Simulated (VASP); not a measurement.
Set up this calculation in VASP 6.6.1, as the native input.

```
Task                   : single point
Functional             : PBEsol
Potentials or basis    : VASP PAW PBE potentials, release 64 (Mg, B)
Cutoff                 : 520 eV
k mesh                 : 15 × 15 × 12
Occupations            : gaussian, width 0.1 eV
Spin                   : no spin polarisation
Dipole correction      : no
Further INCAR settings : ALGO = Normal; EDIFF = 1e-06; NBANDS = 11
```

The structure of MgB2 lies in POSCAR:

```
MgB2
1.0
    3.0616909804      0.0000000000      0.0000000000
   -1.5308454902      2.6515021676      0.0000000000
    0.0000000000      0.0000000000      3.5044564373
Mg B
1 2
Direct
    0.0000000000      0.0000000000      0.0000000000
    0.3333333333      0.6666666667      0.5000000000
    0.6666666667      0.3333333333      0.5000000000
```

These files were run (other wordings do the same):

INCAR

```
  PREC = Accurate
  ENCUT = 520
  EDIFF = 1E-6
  ISMEAR = 0
  SIGMA = 0.1
  LREAL = F
  LASPH = T
  NELM = 60
  ALGO = Normal
  ISIF = 2
  LWAVE = F
  LCHARG = F
  GGA = PS
  NBANDS = 11
```

KPOINTS

```
Automatic mesh
0
Gamma
  15 15 12
```

Potentials or basis: VASP PAW PBE potentials, release 64 (Mg, B).

The run is started by

```sh
$ cat potpaw_PBE.64/Mg/POTCAR potpaw_PBE.64/B/POTCAR > POTCAR
$ mpirun -np 1 vasp_std > vasp.out
```

Results of the run:

| Item | Value |
| --- | --- |
| Pressure | 0.0 GPa |
| Band gap on the k mesh | zero (band 4 reaches 7.16 eV, above the bottom of band 5 at 3.29 eV) |

Caveat: the PAW data sets were made with another functional, which shifts forces and pressure a little.

Run time: 16 s on 1 thread of Intel(R) Xeon(R) 6975P-C (Granite Rapids) (shared host), peak memory 0.19 GiB.
